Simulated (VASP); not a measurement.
Set up this calculation in VASP 6.6.1, as the native input.

| Property | Result |
| --- | --- |
| Task | single point |
| Functional | HSE06 |
| Potentials or basis | VASP PAW PBE potentials, release 64 (Sr_sv, O) |
| Cutoff | 520 eV |
| k mesh | 6 × 6 × 6 |
| Occupations | gaussian, width 0.01 eV |
| Spin | no spin polarisation |
| Dipole correction | no |
| Grid for exact exchange (PRECFOCK) | Normal |
| Further INCAR settings | ALGO = Normal; EDIFF = 1e-06; NBANDS = 15 |
| Share of exact exchange | 0.25 |
| Screening parameter | 0.2079 1/Å |

SrO:

```
CELL_PARAMETERS angstrom
0.00000 2.50250 2.50250
2.50250 0.00000 2.50250
2.50250 2.50250 0.00000
ATOMIC_POSITIONS crystal
Sr 0.00000 0.00000 0.00000
O 0.50000 0.50000 0.50000
```

This cell differs from its parent crystal: strain -3.0%.

The input as run:

POSCAR

```
SrO
1.0
    0.0000000000      2.5024955561      2.5024955561
    2.5024955561      0.0000000000      2.5024955561
    2.5024955561      2.5024955561      0.0000000000
Sr O
1 1
Direct
    0.0000000000      0.0000000000      0.0000000000
    0.5000000000      0.5000000000      0.5000000000
```

INCAR.step1

```
SYSTEM = SrO
PREC = Accurate
ENCUT = 520
EDIFF = 1E-5
ISMEAR = 0
SIGMA = 0.01
LREAL = .FALSE.
LASPH = .TRUE.
NELM = 80
ALGO = Normal
ISIF = 2
LWAVE = .TRUE.
LCHARG = .FALSE.
GGA = PE
NBANDS = 15
```

INCAR.step2

```
SYSTEM = SrO
PREC = Accurate
ENCUT = 520
EDIFF = 1E-6
ISMEAR = 0
SIGMA = 0.01
LREAL = .FALSE.
LASPH = .TRUE.
NELM = 80
ALGO = Normal
ISIF = 2
LWAVE = .FALSE.
LCHARG = .FALSE.
GGA = PE
LHFCALC = .TRUE.
HFSCREEN = 0.2079
PRECFOCK = Normal
ISTART = 1
NBANDS = 15
```

KPOINTS

```
regular mesh
0
G
  6 6 6
  0 0 0
```

Potentials or basis: VASP PAW PBE potentials, release 64 (Sr_sv, O).

Launch:

```bash
$ cat potpaw_PBE.64/Sr_sv/POTCAR potpaw_PBE.64/O/POTCAR > POTCAR
$ cp INCAR.step1 INCAR
$ mpirun -np 1 vasp_std > vasp.out
$ cp INCAR.step2 INCAR
$ mpirun -np 1 vasp_std > vasp.out
```

It gave:

```json
{
 "Pressure": "10.7 GPa",
 "Band gap on the k mesh": "4.70 eV (least direct gap 4.73 eV)"
}
```

Caveat: the cell differs from its parent crystal (strain -3.0%); the cell stands under pressure; the PAW data sets were made with another functional, which shifts forces and pressure a little.

Run time: 12 min on 1 thread of Intel(R) Xeon(R) 6975P-C (Granite Rapids) (shared host), peak memory 0.27 GiB.
